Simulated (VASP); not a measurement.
HfC:

```
Hf C
1.0
     0.00000    2.25424    2.25424
     2.25424    0.00000    2.25424
     2.25424    2.25424    0.00000
Hf C
1 1
Direct
  0.00000 0.00000 0.00000
  0.50000 0.50000 0.50000
```

```yaml
Program: VASP 6.6.1
Task: relaxation of cell and atoms
Functional: r2SCAN
Potentials_or_basis: VASP PAW PBE potentials, release 64 (Hf_pv, C)
Cutoff: 660 eV
k_mesh: 8 × 8 × 8
Occupations: gaussian, width 0.1 eV
Spin: no spin polarisation
```

At the start: pressure 24.4 GPa; volume 11.46 Å³/atom.

**Question.** How do energy, volume and symmetry change on relaxing?

**Answer.** Over 4 steps the energy falls by 69.3 meV/atom and the volume is 12.44 Å³/atom (+8.6 %); space group Fm-3m (No. 225, to 0.05 Å).

The path:
| step | energy change (eV) | largest force (eV/Å) | pressure (GPa) | volume (Å³) |
| --- | --- | --- | --- | --- |
| 1 | 0.0000 | 0.0000 | 24.36 | 22.91 |
| 2 | 0.3107 | 0.0000 | -29.21 | 29.18 |
| 3 | -0.1384 | 0.0000 | -1.11 | 24.97 |
| 4 | -0.1387 | 0.0000 | -0.10 | 24.87 |

Final structure:
```cif
data_structure
_symmetry_space_group_name_H-M 'P 1'
_symmetry_Int_Tables_number 1
_cell_length_a 3.2766
_cell_length_b 3.2766
_cell_length_c 3.2766
_cell_angle_alpha 60.000
_cell_angle_beta 60.000
_cell_angle_gamma 60.000
_cell_volume 24.87
loop_
_atom_site_label
_atom_site_type_symbol
_atom_site_fract_x
_atom_site_fract_y
_atom_site_fract_z
_atom_site_occupancy
Hf1 Hf 0.00000 0.00000 0.00000 1
C1 C 0.50000 0.50000 0.50000 1
```

Caveat: the PAW data sets were made with another functional, which shifts forces and pressure a little.
